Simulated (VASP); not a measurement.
Set up this calculation in VASP 6.6.1, as the native input.

| Item | Value |
| --- | --- |
| Task | single point |
| Functional | PBE |
| Potentials or basis | VASP PAW PBE potentials, release 64 (Be, Tl_d) |
| Cutoff | 520 eV |
| k mesh | 8 × 8 × 8 |
| Occupations | gaussian, width 0.1 eV |
| Spin | no spin polarisation |
| Dipole correction | no |
| Further INCAR settings | ALGO = Fast; EDIFF = 1e-07; NBANDS = 22 |

The structure of Be6Tl lies in POSCAR:

```
Be6Tl
1.0
    4.7360833895      0.0000000000      0.0000000000
    0.0000000000      4.7360833895      0.0000000000
    0.0000000000      0.0000000000      4.7360833895
Be Tl
6 1
Direct
    0.0000000000      0.5000000000      0.5000000000
    0.5000000000      0.0000000000      0.5000000000
    0.5000000000      0.5000000000      0.0000000000
    0.5000000000      0.0000000000      0.0000000000
    0.0000000000      0.5000000000      0.0000000000
    0.0000000000      0.0000000000      0.5000000000
    0.0000000000      0.0000000000      0.0000000000
```

These files were run (other wordings do the same):

INCAR

```
PREC = Accurate ; ENCUT = 520
EDIFF = 1E-7 ; ISMEAR = 0
SIGMA = 0.1 ; LREAL = F
LASPH = T ; NELM = 100
ALGO = Fast ; ISIF = 2
LWAVE = F ; LCHARG = F
GGA = PE ; NBANDS = 22
```

KPOINTS

```
Automatic mesh
0
Gamma
  8 8 8
```

Potentials or basis: VASP PAW PBE potentials, release 64 (Be, Tl_d).

Launch:

```bash
$ cat potpaw_PBE.64/Be/POTCAR potpaw_PBE.64/Tl_d/POTCAR > POTCAR
$ mpirun -np 1 vasp_std > vasp.out
```

It gave:

| Item | Value |
| --- | --- |
| Pressure | 0.0 GPa |

Wall time 2.2 min on 1 thread of Oxide Virtual Turin-like Processor, with other jobs on the host, peak memory 0.21 GiB.
